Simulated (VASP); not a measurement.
# Na (P6_3/mmc) in VASP: single point with PBEsol

Aim: the single point of Na with PBEsol.

Program: VASP 6.6.1. These are calculated values, not measurements. Logs are shortened: lines on timing, memory, paths and dates and some standing lists are left out, and cuts for length are marked.

### Step 1. The cell of the first run

Symmetry: P6_3/mmc, No. 194, hexagonal system. The conventional cell has a = 3.767 Å, b = 3.767 Å, c = 6.154 Å, α = 90.00°, β = 90.00°, γ = 120.00°. Within 4.9 Å of Na (site symmetry -6m2) lie 12 Na at 3.77 Å.

This isn't the form of Na at room conditions, which is bcc.

### Step 2. Single point, PBEsol

Contents of POSCAR:

```
Na
1.0
    3.7670000000      0.0000000000      0.0000000000
   -1.8835000000      3.2623176961      0.0000000000
    0.0000000000      0.0000000000      6.1540000000
Na
2
Direct
    0.6666666667      0.3333333333      0.7500000000
    0.3333333333      0.6666666667      0.2500000000
```

Contents of INCAR.step1:

```
SYSTEM = Na
PREC     = Accurate       ! precision mode
ENCUT    = 840            ! plane-wave cutoff, eV
EDIFF    = 1E-6           ! SCF threshold, eV
ISMEAR   = -1             ! smearing method
SIGMA    = 0.05           ! smearing width, eV
LREAL    = .FALSE.        ! projectors in reciprocal space
LASPH    = .TRUE.         ! aspherical terms in the spheres
NELM     = 120            ! most SCF steps
ALGO     = Normal         ! electronic algorithm
ISIF     = 2              ! what is computed and relaxed
LWAVE    = .FALSE.        ! write WAVECAR
LCHARG   = .TRUE.         ! write CHGCAR
GGA      = PS             ! functional
NBANDS   = 16             ! bands
GGA_COMPAT= .FALSE.      
NEDOS    = 2001           ! points of the DOS
LORBIT   = 11             ! projections on sites
```

Contents of KPOINTS.step1:

```
regular mesh
0
G
  5 5 3
  0 0 0
```

Contents of INCAR.step2:

```
SYSTEM = Na
PREC     = Accurate       ! precision mode
ENCUT    = 840            ! plane-wave cutoff, eV
EDIFF    = 1E-6           ! SCF threshold, eV
ISMEAR   = -5             ! smearing method
SIGMA    = 0.05           ! smearing width, eV
LREAL    = .FALSE.        ! projectors in reciprocal space
LASPH    = .TRUE.         ! aspherical terms in the spheres
NELM     = 120            ! most SCF steps
ALGO     = Normal         ! electronic algorithm
ISIF     = 2              ! what is computed and relaxed
LWAVE    = .FALSE.        ! write WAVECAR
LCHARG   = .FALSE.        ! write CHGCAR
GGA      = PS             ! functional
LORBIT   = 11             ! projections on sites
NBANDS   = 16             ! bands
NEDOS    = 1001           ! points of the DOS
ICHARG   = 11             ! starting density
GGA_COMPAT= .FALSE.
```

Contents of KPOINTS.step2:

```
regular mesh
0
G
  8 8 5
  0 0 0
```

Potentials or basis: VASP PAW PBE potentials, release 64 (Na_sv).

Run with:

```bash
> cat potpaw_PBE.64/Na_sv/POTCAR > POTCAR
> cp INCAR.step1 INCAR
> cp KPOINTS.step1 KPOINTS
> mpirun -np 1 vasp_std > vasp.out
> cp INCAR.step2 INCAR
> cp KPOINTS.step2 KPOINTS
> mpirun -np 1 vasp_std > vasp.out
```

OUTCAR:

```text
SYSTEM = Na
   PREC = Accurate
   ENCUT = 840
   EDIFF = 1E-6
   ISMEAR = -5
   LREAL = .FALSE.
   LASPH = .TRUE.
   NELM = 120
   ISIF = 2
   GGA = PS
   LORBIT = 11
   ICHARG = 11

 ion  position               nearest neighbor table
   1  0.667  0.333  0.750-
   2  0.333  0.667  0.250-

  LATTYP: Found a hexagonal cell.
 ALAT       =     3.7670000000
 C/A-ratio  =     1.6336607380

  Lattice vectors:

 A1 = (   3.7670000000,   0.0000000000,   0.0000000000)
 A2 = (  -1.8835000000,   3.2623176961,   0.0000000000)
 A3 = (   0.0000000000,   0.0000000000,   6.1540000000)

Analysis of symmetry for initial positions (statically):
=====================================================================
 Subroutine PRICEL returns:
 Original cell was already a primitive cell.

 Routine SETGRP: Setting up the symmetry group for a
 hexagonal supercell.

 Subroutine GETGRP returns: Found 24 space group operations
 (whereof 12 operations were pure point group operations)
 out of a pool of 24 trial point group operations.

The static configuration has the point symmetry D_3d.
 The point group associated with its full space group is D_6h.

Analysis of symmetry for dynamics (positions and initial velocities):
=====================================================================
 Subroutine PRICEL returns:
 Original cell was already a primitive cell.

 Routine SETGRP: Setting up the symmetry group for a
 hexagonal supercell.

 Subroutine GETGRP returns: Found 24 space group operations
 (whereof 12 operations were pure point group operations)
 out of a pool of 24 trial point group operations.

The dynamic configuration has the point symmetry D_3d.
 The point group associated with its full space group is D_6h.

 Subroutine INISYM returns: Found 24 space group operations
 (whereof 12 operations are pure point group operations),
 and found     1 'primitive' translations

----------------------------------------------------------------------------------------

                                     Primitive cell

  volume of cell :      75.6274

  direct lattice vectors                    reciprocal lattice vectors
     3.767000000  0.000000000  0.000000000     0.265463233  0.153265269  0.000000000
    -1.883500000  3.262317696  0.000000000     0.000000000  0.306530538  0.000000000
     0.000000000  0.000000000  6.154000000     0.000000000  0.000000000  0.162495938
[... 91 lines left out ...]
   NFREE  =      0    steps in history (QN), initial steepest desc. (CG)
   ISIF   =      2    stress and relaxation
   ISYM   =      2    0-nonsym 1-usesym 2-fastsym
   POTIM  = 0.5000    time-step for ionic-motion
   TEBEG  =    0.0;   TEEND  =   0.0 temperature during run
   PSTRESS=    0.0 pullay stress
   NELECT =      18.0000    total number of electrons
   NUPDOWN=      -1.0000    fix difference up-down
   EMIN   =  10.00;   EMAX   =-10.00  energy-range for DOS
   EFERMI =   0.00;   METHOD = LEGACY
   ISMEAR =    -5;   SIGMA  =   0.05  broadening in eV -4-tet -1-fermi 0-gaus
   EFERMI_NEDOS =   21; number of points for ismear=-14 and -15
   IALGO  =     38    algorithm
   IMIX   =      4    mixing-type and parameters
     AMIX     =   0.40;   BMIX     =  1.00
     AMIX_MAG =   1.60;   BMIX_MAG =  1.00
  volume/ion in A,a.u.               =      37.81       255.18
  Fermi-wavevector in a.u.,A,eV,Ry     =   1.014548  1.917217 14.004577  1.029307
  Thomas-Fermi vector in A             =   2.147782
   LORBIT       =     11    0 simple, 1 ext, 2 COOP (PROOUT), +10 PAW based schemes
   GGA     = PS    functional components
   LHFCALC =     F    Hartree Fock is set to
   AEXX    =    0.0000 exact exchange contribution
   IVDW    =     0    specifies the selected vdW correction
   LEPSILON=     F    determine dielectric tensor
   LRPA    =     F    only Hartree local field effects (RPA)
 non-spin polarized calculation
 Fermi weights with tetrahedron method with Bloechl corrections
  energy-cutoff  :      840.00
  volume of cell :       75.63
 maximum number of plane-waves:      4221
 NGX is ok and might be reduce to    36

 number of electron      17.9999986 magnetization

 Free energy of the ion-electron system (eV)
  ---------------------------------------------------
  ext. energy  EPLUGINS =         0.00000000
  ---------------------------------------------------
  free energy    TOTEN  =        -2.83572855 eV

  energy without entropy =       -2.83572855  energy(sigma->0) =       -2.83572855

 E-fermi :   0.5319     XC(G=0):  -6.4230

 val. band max:        0.7464814320   @ k =   0.5000   0.0000   0.0000
 cond. band min:       0.4848476761   @ k =   0.1250   0.1250   0.2000
 fundamental gap:     -0.2616337558
 Fermi energy:         0.5318640177

 k-point     1 :       0.0000    0.0000    0.0000
  band No.  band energies     occupation
      1     -52.2439      2.00000
      2     -52.2422      2.00000
      3     -24.3501      2.00000
      4     -24.3221      2.00000
      5     -24.3221      2.00000
      6     -24.3174      2.00000
[... 433 lines left out ...]
      3     -24.3464      2.00000
      4     -24.3443      2.00000
      5     -24.3286      2.00000
      6     -24.3260      2.00000
[... 8 lines left out ...]
     15       8.2987      0.00000
     16       8.9629      0.00000

 [... further k-points ...]

------------------------ aborting loop because EDIFF is reached ----------------------------------------

  FORCE on cell =-STRESS in cart. coord.  units (eV):
  Direction    XX          YY          ZZ          XY          YZ          ZX
  --------------------------------------------------------------------------------------
  -------------------------------------------------------------------------------------
  Total       -0.1515637     -0.1515637     -0.2840946      0.0000000      0.0000000      0.0000000
  in kB       -3.2108971     -3.2108971     -6.0185815      0.0000000      0.0000000      0.0000000
  external PRESSURE =      -4.1467919 kB  Pullay stress =       0.0000000 kB

 VOLUME and BASIS-vectors are now :
 -----------------------------------------------------------------------------
  energy-cutoff  :      840.00
  volume of cell :       75.63
      direct lattice vectors                 reciprocal lattice vectors
     3.767000000  0.000000000  0.000000000     0.265463233  0.153265269  0.000000000
    -1.883500000  3.262317696  0.000000000     0.000000000  0.306530538  0.000000000
     0.000000000  0.000000000  6.154000000     0.000000000  0.000000000  0.162495938

 POSITION                                       TOTAL-FORCE (eV/Angst)
 -----------------------------------------------------------------------------------
      1.88350      1.08744      4.61550        -0.000000      0.000000      0.000000
     -0.00000      2.17488      1.53850         0.000000     -0.000000      0.000000
 -----------------------------------------------------------------------------------
    total drift:                                0.000000     -0.000000      0.000000

  FREE ENERGIE OF THE ION-ELECTRON SYSTEM (eV)
  ---------------------------------------------------
  free  energy   TOTEN  =        -2.8357285503 eV

  energy  without entropy=       -2.8357285503  energy(sigma->0) =       -2.83572855

 total charge

# of ion       s       p       d       tot
------------------------------------------
    1        1.947   5.595   0.000   7.542
    2        1.947   5.595   0.000   7.542
--------------------------------------------------
tot          3.894  11.189   0.000  15.083
```

OSZICAR.step1:

```text
N       E                     dE             d eps       ncg     rms          rms(c)
DAV:   1     0.310547614958E+03    0.31055E+03   -0.11721E+04   320   0.142E+03
DAV:   2     0.251284866856E+02   -0.28542E+03   -0.26141E+03   408   0.410E+02
DAV:   3    -0.662076991776E+00   -0.25791E+02   -0.24042E+02   448   0.130E+02
DAV:   4    -0.287624624853E+01   -0.22142E+01   -0.22134E+01   472   0.283E+01
DAV:   5    -0.290286770677E+01   -0.26621E-01   -0.26621E-01   432   0.282E+00    0.695E-01
DAV:   6    -0.289819895259E+01    0.46688E-02   -0.15666E-02   456   0.158E+00    0.265E-01
DAV:   7    -0.289841088724E+01   -0.21193E-03   -0.34678E-03   456   0.619E-01    0.113E-01
DAV:   8    -0.289857246073E+01   -0.16157E-03   -0.65019E-04   368   0.379E-01    0.110E-02
DAV:   9    -0.289857441608E+01   -0.19553E-05   -0.11248E-05   464   0.308E-02    0.656E-03
DAV:  10    -0.289857550967E+01   -0.10936E-05   -0.70156E-07   288   0.138E-02    0.444E-04
DAV:  11    -0.289857551676E+01   -0.70841E-08   -0.74229E-08   192   0.366E-03
   1 F= -.28985755E+01 E0= -.28934726E+01  d E =-.102059E-01
```

Run time: 62 s. Hardware: 1 thread of Intel Xeon 6975P-C (Granite Rapids), shared host; peak memory 0.24 GiB.

What came out:

* Valence electrons inside the program's atomic spheres: Na 7.54

Levels at points of the mesh, in eV from the Fermi level:
```
           k point  band 6  band 7  band 8  band 9  band 10  band 11  band 12  band 13
(0.00, 0.00, 0.00)  -24.85  -24.85  -24.85   -3.25     0.52     0.93     9.86     9.86
(0.50, 0.00, 0.00)  -24.86  -24.86  -24.85    0.21     0.33     3.80     3.80     4.28
```

Caveat: the k points lie up to 0.39 Å⁻¹ apart; the PAW data sets were made with another functional, which shifts forces and pressure a little.
